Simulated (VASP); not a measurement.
# W (Im-3m) in VASP: a series of runs

W is run at these levels: LDA; tasks: single point.

Program: VASP 6.6.1. These are calculated values, not measurements. Logs are shortened: lines on timing, memory, paths and dates and some standing lists are left out, and cuts for length are marked.

## Step 1: The cell of the first run

Symmetry: Im-3m, No. 229, cubic system. The conventional cell has a = 3.138 Å, b = 3.138 Å, c = 3.138 Å, α = 90.00°, β = 90.00°, γ = 90.00°. Within 3.6 Å of W (site symmetry m-3m) lie 14 W at 2.72 to 3.14 Å.

## Step 2: Single point, LDA

Input file INCAR:

```
SYSTEM = W
ALGO     = Normal         ! electronic algorithm
EDIFF    = 1E-6           ! SCF threshold, eV
ENCUT    = 520            ! plane-wave cutoff, eV
GGA      = CA             ! functional
ISIF     = 2              ! what is computed and relaxed
ISMEAR   = 0              ! smearing method
LASPH    = .True.         ! aspherical terms in the spheres
LCHARG   = .False.        ! write CHGCAR
LREAL    = .False.        ! projectors in reciprocal space
LWAVE    = .False.        ! write WAVECAR
NBANDS   = 13             ! bands
NELM     = 100            ! most SCF steps
PREC     = Accurate       ! precision mode
SIGMA    = 0.1            ! smearing width, eV
```

Input file KPOINTS:

```
k-points
0
Gamma
  8 8 8
  0 0 0
```

Input file POSCAR:

```
W
1.0
   -1.5689684577      1.5689684577      1.5689684577
    1.5689684577     -1.5689684577      1.5689684577
    1.5689684577      1.5689684577     -1.5689684577
W
1
Direct
    0.0000000000      0.0000000000      0.0000000000
```

Potentials or basis: VASP PAW LDA potentials, release 64 (W_sv).

On the command line:

```sh
> cat potpaw_LDA.64/W_sv/POTCAR > POTCAR
> mpirun -np 1 vasp_std > vasp.out
```

OUTCAR:

```text
SYSTEM = W
   EDIFF = 1E-6
   ENCUT = 520
   GGA = CA
   ISIF = 2
   ISMEAR = 0
   LASPH = .True.
   LREAL = .False.
   NELM = 100
   PREC = Accurate

 ion  position               nearest neighbor table
   1  0.000  0.000  0.000-

  LATTYP: Found a body centered cubic cell.
 ALAT       =     3.1379369154

  Lattice vectors:

 A1 = (  -1.5689684577,   1.5689684577,   1.5689684577)
 A2 = (   1.5689684577,  -1.5689684577,   1.5689684577)
 A3 = (   1.5689684577,   1.5689684577,  -1.5689684577)

Analysis of symmetry for initial positions (statically):
=====================================================================
 Subroutine PRICEL returns:
 Original cell was already a primitive cell.

 Routine SETGRP: Setting up the symmetry group for a
 body centered cubic supercell.

 Subroutine GETGRP returns: Found 48 space group operations
 (whereof 48 operations were pure point group operations)
 out of a pool of 48 trial point group operations.

The static configuration has the point symmetry O_h .

Analysis of symmetry for dynamics (positions and initial velocities):
=====================================================================
 Subroutine PRICEL returns:
 Original cell was already a primitive cell.

 Routine SETGRP: Setting up the symmetry group for a
 body centered cubic supercell.

 Subroutine GETGRP returns: Found 48 space group operations
 (whereof 48 operations were pure point group operations)
 out of a pool of 48 trial point group operations.

The dynamic configuration has the point symmetry O_h .

 Subroutine INISYM returns: Found 48 space group operations
 (whereof 48 operations are pure point group operations),
 and found     1 'primitive' translations

----------------------------------------------------------------------------------------

                                     Primitive cell

  volume of cell :      15.4491

  direct lattice vectors                    reciprocal lattice vectors
    -1.568968458  1.568968458  1.568968458     0.000000000  0.318680721  0.318680721
     1.568968458 -1.568968458  1.568968458     0.318680721  0.000000000  0.318680721
     1.568968458  1.568968458 -1.568968458     0.318680721  0.318680721  0.000000000

  length of vectors
     2.717533084  2.717533084  2.717533084     0.450682598  0.450682598  0.450682598

  position of ions in fractional coordinates (direct lattice)
     0.000000000  0.000000000  0.000000000

[... 76 lines left out ...]
   LREAL  =      F    real-space projection
   EDIFFG = 0.1E-04   stopping-criterion for IOM
   NSW    =      0    number of steps for IOM
   IBRION =     -1    ionic relax: 0-MD 1-quasi-New 2-CG
   NFREE  =      0    steps in history (QN), initial steepest desc. (CG)
   ISIF   =      2    stress and relaxation
   ISYM   =      2    0-nonsym 1-usesym 2-fastsym
   POTIM  = 0.5000    time-step for ionic-motion
   TEBEG  =    0.0;   TEEND  =   0.0 temperature during run
   PSTRESS=    0.0 pullay stress
   NELECT =      14.0000    total number of electrons
   NUPDOWN=      -1.0000    fix difference up-down
   EMIN   =  10.00;   EMAX   =-10.00  energy-range for DOS
   EFERMI =   0.00;   METHOD = LEGACY
   ISMEAR =     0;   SIGMA  =   0.10  broadening in eV -4-tet -1-fermi 0-gaus
   EFERMI_NEDOS =   21; number of points for ismear=-14 and -15
   IALGO  =     38    algorithm
   IMIX   =      4    mixing-type and parameters
     AMIX     =   0.40;   BMIX     =  1.00
     AMIX_MAG =   1.60;   BMIX_MAG =  1.00
  volume/ion in A,a.u.               =      15.45       104.26
  Fermi-wavevector in a.u.,A,eV,Ry     =   1.584224  2.993750 34.147442  2.509766
  Thomas-Fermi vector in A             =   2.683875
   LORBIT       =      0    0 simple, 1 ext, 2 COOP (PROOUT), +10 PAW based schemes
   GGA     = CA    functional components
   LHFCALC =     F    Hartree Fock is set to
   AEXX    =    0.0000 exact exchange contribution
   IVDW    =     0    specifies the selected vdW correction
   LEPSILON=     F    determine dielectric tensor
   LRPA    =     F    only Hartree local field effects (RPA)
 non-spin polarized calculation
 Gauss-broadening in eV      SIGMA  =   0.10
  energy-cutoff  :      520.00
  volume of cell :       15.45
 maximum number of plane-waves:       429
   NGX = 11   NGY = 11   NGZ = 11

 number of electron      14.0000004 magnetization

 Free energy of the ion-electron system (eV)
  ---------------------------------------------------
  ext. energy  EPLUGINS =         0.00000000
  ---------------------------------------------------
  free energy    TOTEN  =       -14.10169701 eV

  energy without entropy =      -14.10169494  energy(sigma->0) =      -14.10169597

 E-fermi :  11.4351     XC(G=0): -13.9756

 val. band max:       11.1439196794   @ k =  -0.3750   0.3750   0.2500
 cond. band min:      11.7155779519   @ k =  -0.2500   0.2500   0.1250
 fundamental gap:      0.5716582726
 Fermi energy:        11.4350900793

 k-point     1 :       0.0000    0.0000    0.0000
  band No.  band energies     occupation
      1     -62.0260      2.00000
      2     -25.7924      2.00000
      3     -25.7924      2.00000
      4     -25.7924      2.00000
      5       2.0140      2.00000
      6      10.3911      2.00000
      7      10.3911      2.00000
      8      10.3911      2.00000
      9      13.9403      0.00000
     10      13.9403      0.00000
     11      26.3306      0.00000
     12      26.3306      0.00000
     13      26.3306      0.00000
[... 354 lines left out ...]
  band No.  band energies     occupation
      1     -61.8337      2.00000
      2     -26.8570      2.00000
      3     -26.4559      2.00000
      4     -26.3249      2.00000
      5       7.0621      2.00000
      6       7.7486      2.00000
      7      11.1439      1.99996
      8      11.9671      0.00000
      9      15.5313      0.00000
     10      16.2750      0.00000
     11      25.8203      0.00000
     12      28.4025      0.00000
     13      29.4664      0.00000

 [... further k-points ...]
[... 5 lines left out ...]
  --------------------------------------------------------------------------------------
  -------------------------------------------------------------------------------------
  Total        0.1835315      0.1835315      0.1835315      0.0000000     -0.0000000      0.0000000
  in kB       19.0334996     19.0334996     19.0334996      0.0000000     -0.0000000      0.0000000
  external PRESSURE =      19.0334996 kB  Pullay stress =       0.0000000 kB

 VOLUME and BASIS-vectors are now :
 -----------------------------------------------------------------------------
  energy-cutoff  :      520.00
  volume of cell :       15.45
      direct lattice vectors                 reciprocal lattice vectors
    -1.568968458  1.568968458  1.568968458     0.000000000  0.318680721  0.318680721
     1.568968458 -1.568968458  1.568968458     0.318680721  0.000000000  0.318680721
     1.568968458  1.568968458 -1.568968458     0.318680721  0.318680721  0.000000000

 POSITION                                       TOTAL-FORCE (eV/Angst)
 -----------------------------------------------------------------------------------
      0.00000      0.00000      0.00000         0.000000      0.000000     -0.000000
 -----------------------------------------------------------------------------------
    total drift:                                0.000000     -0.000000      0.000000

  FREE ENERGIE OF THE ION-ELECTRON SYSTEM (eV)
  ---------------------------------------------------
  free  energy   TOTEN  =       -14.1016970071 eV

  energy  without entropy=      -14.1016949413  energy(sigma->0) =      -14.10169597
```

OSZICAR:

```text
N       E                     dE             d eps       ncg     rms          rms(c)
DAV:   1     0.805079885331E+02    0.80508E+02   -0.74758E+03   770   0.122E+03
DAV:   2    -0.131672230256E+02   -0.93675E+02   -0.89842E+02   834   0.311E+02
DAV:   3    -0.147549288455E+02   -0.15877E+01   -0.15831E+01   794   0.396E+01
DAV:   4    -0.147615366585E+02   -0.66078E-02   -0.66077E-02   844   0.274E+00
DAV:   5    -0.147615869629E+02   -0.50304E-04   -0.50304E-04   829   0.230E-01    0.221E+01
DAV:   6    -0.142486309714E+02    0.51296E+00   -0.38955E-01   789   0.817E+00    0.894E+00
DAV:   7    -0.141076465391E+02    0.14098E+00   -0.19970E-01   819   0.552E+00    0.548E-01
DAV:   8    -0.141017131868E+02    0.59334E-02   -0.44309E-03   769   0.892E-01    0.920E-02
DAV:   9    -0.141016958130E+02    0.17374E-04   -0.56852E-05   847   0.868E-02    0.592E-02
DAV:  10    -0.141016970260E+02   -0.12130E-05   -0.84068E-06   824   0.408E-02    0.724E-03
DAV:  11    -0.141016970071E+02    0.18892E-07   -0.16960E-07   437   0.491E-03
   1 F= -.14101697E+02 E0= -.14101696E+02  d E =-.206581E-05
```

Run time: 3.2 s. Hardware: 1 thread of Intel Xeon 6975P-C, shared host; peak memory 0.12 GiB.

Results:

```
Free energy            : -14.1017 eV
Pressure               : 1.9 GPa
Band gap on the k mesh : zero (band 7 reaches 17.03 eV, above the bottom of band 8 at 10.39 eV)
```

Caveat: spin-orbit coupling is left out, which moves the levels of the heavy elements.

## Step 3: Single point, LDA

This run uses another cell than the first one, of 16.41 Å³/atom, 1.062 times its volume.

Input file INCAR:

```
SYSTEM = W
ALGO = Normal
EDIFF = 1E-6
ENCUT = 520
ISIF = 2
ISMEAR = 0
LASPH = .TRUE.
LCHARG = .FALSE.
LREAL = .FALSE.
LWAVE = .FALSE.
NBANDS = 13
NELM = 60
PREC = Accurate
SIGMA = 0.1
```

Input file KPOINTS:

```
k-points
0
G
  8 8 8
  0 0 0
```

Input file POSCAR:

```
W
1.0
   -1.6007500000      1.6007500000      1.6007500000
    1.6007500000     -1.6007500000      1.6007500000
    1.6007500000      1.6007500000     -1.6007500000
W
1
Direct
    0.0000000000      0.0000000000      0.0000000000
```

Potentials or basis: VASP PAW LDA potentials, release 64 (W_sv).

On the command line:

```sh
> cat potpaw_LDA.64/W_sv/POTCAR > POTCAR
> mpirun -np 1 vasp_std > vasp.out
```

OUTCAR:

```text
SYSTEM = W
   EDIFF = 1E-6
   ENCUT = 520
   ISIF = 2
   ISMEAR = 0
   LASPH = .TRUE.
   LREAL = .FALSE.
   NELM = 60
   PREC = Accurate

 ion  position               nearest neighbor table
   1  0.000  0.000  0.000-

  LATTYP: Found a body centered cubic cell.
 ALAT       =     3.2015000000

  Lattice vectors:

 A1 = (  -1.6007500000,   1.6007500000,   1.6007500000)
 A2 = (   1.6007500000,  -1.6007500000,   1.6007500000)
 A3 = (   1.6007500000,   1.6007500000,  -1.6007500000)

Analysis of symmetry for initial positions (statically):
=====================================================================
 Subroutine PRICEL returns:
 Original cell was already a primitive cell.

 Routine SETGRP: Setting up the symmetry group for a
 body centered cubic supercell.

 Subroutine GETGRP returns: Found 48 space group operations
 (whereof 48 operations were pure point group operations)
 out of a pool of 48 trial point group operations.

The static configuration has the point symmetry O_h .

Analysis of symmetry for dynamics (positions and initial velocities):
=====================================================================
 Subroutine PRICEL returns:
[... 160 lines left out ...]
 fundamental gap:      0.5570019211
 Fermi energy:        10.5946663530

 k-point     1 :       0.0000    0.0000    0.0000
  band No.  band energies     occupation
      1     -62.9746      2.00000
      2     -26.8312      2.00000
      3     -26.8312      2.00000
      4     -26.8312      2.00000
      5       1.4630      2.00000
      6       9.6171      2.00000
      7       9.6171      2.00000
      8       9.6171      2.00000
      9      12.9179      0.00000
     10      12.9179      0.00000
     11      25.3198      0.00000
     12      25.3198      0.00000
     13      25.3198      0.00000
[... 354 lines left out ...]
  band No.  band energies     occupation
      1     -62.8270      2.00000
      2     -27.7052      2.00000
      3     -27.3798      2.00000
      4     -27.2693      2.00000
      5       6.4478      2.00000
      6       7.1609      2.00000
      7      10.3113      1.99994
      8      11.0706      0.00000
      9      14.3629      0.00000
     10      14.9893      0.00000
     11      24.0805      0.00000
     12      26.5397      0.00000
     13      27.7531      0.00000

 [... further k-points ...]
[... 5 lines left out ...]
  --------------------------------------------------------------------------------------
  -------------------------------------------------------------------------------------
  Total       -1.6965684     -1.6965684     -1.6965684     -0.0000000      0.0000000      0.0000000
  in kB     -165.6728814   -165.6728814   -165.6728814     -0.0000000      0.0000000      0.0000000
  external PRESSURE =    -165.6728814 kB  Pullay stress =       0.0000000 kB

 VOLUME and BASIS-vectors are now :
 -----------------------------------------------------------------------------
  energy-cutoff  :      520.00
  volume of cell :       16.41
      direct lattice vectors                 reciprocal lattice vectors
    -1.600750000  1.600750000  1.600750000     0.000000000  0.312353584  0.312353584
     1.600750000 -1.600750000  1.600750000     0.312353584  0.000000000  0.312353584
     1.600750000  1.600750000 -1.600750000     0.312353584  0.312353584  0.000000000

 POSITION                                       TOTAL-FORCE (eV/Angst)
 -----------------------------------------------------------------------------------
      0.00000      0.00000      0.00000         0.000000      0.000000     -0.000000
 -----------------------------------------------------------------------------------
    total drift:                                0.000000      0.000000      0.000000

  FREE ENERGIE OF THE ION-ELECTRON SYSTEM (eV)
  ---------------------------------------------------
  free  energy   TOTEN  =       -14.0554277244 eV

  energy  without entropy=      -14.0554246485  energy(sigma->0) =      -14.05542619
```

OSZICAR:

```text
N       E                     dE             d eps       ncg     rms          rms(c)
DAV:   1     0.892273195251E+02    0.89227E+02   -0.75092E+03   754   0.121E+03
DAV:   2    -0.128969140642E+02   -0.10212E+03   -0.98404E+02   854   0.325E+02
DAV:   3    -0.147566307067E+02   -0.18597E+01   -0.18543E+01   809   0.419E+01
DAV:   4    -0.147646581930E+02   -0.80275E-02   -0.80274E-02   834   0.301E+00
DAV:   5    -0.147647236004E+02   -0.65407E-04   -0.65408E-04   839   0.263E-01    0.198E+01
DAV:   6    -0.142045846021E+02    0.56014E+00   -0.45716E-01   774   0.864E+00    0.754E+00
DAV:   7    -0.140616580634E+02    0.14293E+00   -0.21251E-01   819   0.553E+00    0.662E-01
DAV:   8    -0.140554578094E+02    0.62003E-02   -0.43462E-03   789   0.877E-01    0.933E-02
DAV:   9    -0.140554258738E+02    0.31936E-04   -0.69692E-05   861   0.937E-02    0.558E-02
DAV:  10    -0.140554277630E+02   -0.18892E-05   -0.69712E-06   844   0.362E-02    0.120E-02
DAV:  11    -0.140554277244E+02    0.38679E-07   -0.23640E-07   447   0.555E-03
   1 F= -.14055428E+02 E0= -.14055426E+02  d E =-.307588E-05
```

stdout:

```text
POSCAR found type information on POSCAR W
 POSCAR found :  1 types and       1 ions
 scaLAPACK will be used
 LDA part: xc-table for (Slater(with rela. corr.)+CA(PZ))
 , standard interpolation
 POSCAR, INCAR and KPOINTS ok, starting setup
 FFT: planning ... GRIDC
 FFT: planning ... GRID_SOFT
 FFT: planning ... GRID
 WAVECAR not read
 entering main loop
```

It took 3.8 s on 1 thread of Intel Xeon 6975P-C, shared host; peak memory 0.13 GiB.

What came out:

- Free energy: -14.0554 eV
- Pressure: -16.6 GPa
- Band gap on the k mesh: zero (band 7 reaches 15.72 eV, above the bottom of band 8 at 9.62 eV)

Caveat: spin-orbit coupling is left out, which moves the levels of the heavy elements.
